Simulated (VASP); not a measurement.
The system is Al3Au.

```
Al Au
1.0
     2.79462    0.00000    0.00000
     0.00000    2.79462    0.00000
     0.00000    0.00000    7.64382
Al Au
3 1
Cartesian
  0.0000 0.0000 3.8219
  1.3973 1.3973 1.6869
  1.3973 1.3973 5.9569
  0.0000 0.0000 0.0000
```

```yaml
Program: VASP 6.6.1
Task: relaxation of cell and atoms
Functional: PBEsol
Potentials_or_basis: VASP PAW PBE potentials, release 64 (Al, Au)
Cutoff: 600 eV
k_mesh: 8 × 8 × 4
Occupations: gaussian, width 0.1 eV
Spin: no spin polarisation
```

At the start: pressure 17.1 GPa; volume 14.92 Å³/atom.

**Question.** Where does the relaxation end?

**Answer.** Over 12 steps the energy falls by 142.8 meV/atom and the volume is 16.20 Å³/atom (+8.6 %); space group P4/mmm (No. 123, to 0.05 Å).

Step by step:
| step | energy change (eV) | largest force (eV/Å) | pressure (GPa) | volume (Å³) |
| --- | --- | --- | --- | --- |
| 1 | 0.0000 | 1.7626 | 17.15 | 59.70 |
| 2 | -0.2178 | 0.0344 | -9.51 | 74.58 |
| 3 | -0.4443 | 0.5773 | -1.34 | 67.55 |
| 4 | -0.4984 | 0.5323 | -1.04 | 66.89 |
| 5 | -0.5476 | 0.0363 | 0.67 | 64.83 |
| 6 | -0.5542 | 0.2497 | 0.00 | 65.48 |
| 7 | -0.5550 | 0.2097 | 0.14 | 65.33 |
| 8 | -0.5654 | 0.0872 | -0.27 | 65.35 |
| 9 | -0.5692 | 0.0225 | -0.61 | 65.37 |
| 10 | -0.5694 | 0.0472 | -0.68 | 65.37 |
| 11 | -0.5695 | 0.0025 | 1.03 | 64.30 |
| 12 | -0.5711 | 0.0227 | 0.17 | 64.82 |

Final structure:
```cif
data_structure
_symmetry_space_group_name_H-M 'P 1'
_symmetry_Int_Tables_number 1
_cell_length_a 2.9153
_cell_length_b 2.9153
_cell_length_c 7.6266
_cell_angle_alpha 90.000
_cell_angle_beta 90.000
_cell_angle_gamma 90.000
_cell_volume 64.82
loop_
_atom_site_label
_atom_site_type_symbol
_atom_site_fract_x
_atom_site_fract_y
_atom_site_fract_z
_atom_site_occupancy
Al1 Al 0.00000 0.00000 0.50000 1
Al2 Al 0.50000 0.50000 0.24499 1
Al3 Al 0.50000 0.50000 0.75501 1
Au1 Au 0.00000 0.00000 0.00000 1
```

Caveat: the PAW data sets were made with another functional, which shifts forces and pressure a little; the relaxation stopped at a loose force limit of 0.05 eV/Å, so its end isn't a converged minimum.
